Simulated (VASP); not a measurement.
Wanted: the native input for a VASP 6.6.1 run.

| Item | Value |
| --- | --- |
| Task | single point |
| Functional | PBE |
| Potentials or basis | VASP PAW PBE potentials, release 64 (Li_sv, Ti_sv, O) |
| Cutoff | 520 eV |
| k mesh | 6 × 6 × 6 |
| Occupations | gaussian, width 0.1 eV |
| Spin | collinear spin |
| Starting moments | [0.0, 0.0, 1.0, 0.0, 0.0] μB |
| Dipole correction | no |
| Further INCAR settings | ALGO = Normal; EDIFF = 1e-06; NBANDS = 27 |

The structure of Li2TiO2 lies in POSCAR:

```
Li2TiO2
1.0
   -1.4307849258      1.4307849258      4.9690267970
    1.4307849258     -1.4307849258      4.9690267970
    1.4307849258      1.4307849258     -4.9690267970
Li Ti O
2 1 2
Direct
    0.7500000000      0.2500000000      0.5000000000
    0.2500000000      0.7500000000      0.5000000000
    0.0000000000      0.0000000000      0.0000000000
    0.3742713277      0.3742713277      0.0000000000
    0.6257286723      0.6257286723      0.0000000000
```

The cell was generated, and may not be a known phase.

One way to write it, as run:

INCAR

```
PREC = Accurate
ENCUT = 520
EDIFF = 1E-6
ISMEAR = 0
SIGMA = 0.1
LREAL = False
LASPH = True
NELM = 150
ALGO = Normal
ISIF = 2
LWAVE = False
LCHARG = False
ISPIN = 2
MAGMOM = 0 0 1 0 0
LORBIT = 11
LMAXMIX = 4
GGA = PE
NBANDS = 27
```

KPOINTS

```
Automatic mesh
0
Gamma
  6 6 6
```

Potentials or basis: VASP PAW PBE potentials, release 64 (Li_sv, Ti_sv, O).

Launch:

```sh
$ cat potpaw_PBE.64/Li_sv/POTCAR potpaw_PBE.64/Ti_sv/POTCAR potpaw_PBE.64/O/POTCAR > POTCAR
$ mpirun -np 1 vasp_std > vasp.out
```

It gave:

| Property | Result |
| --- | --- |
| Largest force | 0.040 eV/Å |
| Net moment | 0.47 μB per cell |
| Site moments | Li +0.00; Ti +0.34; O +0.00 μB |
| Valence electrons inside the program's atomic spheres | Li 2.18; Ti 10.16; O 5.03 |

Caveat: the k points lie up to 0.38 Å⁻¹ apart; a moment this small can come from the mesh or the smearing.

Run time: 3.9 min on 1 thread of Intel Xeon 8259CL (shared host), peak memory 0.31 GiB.
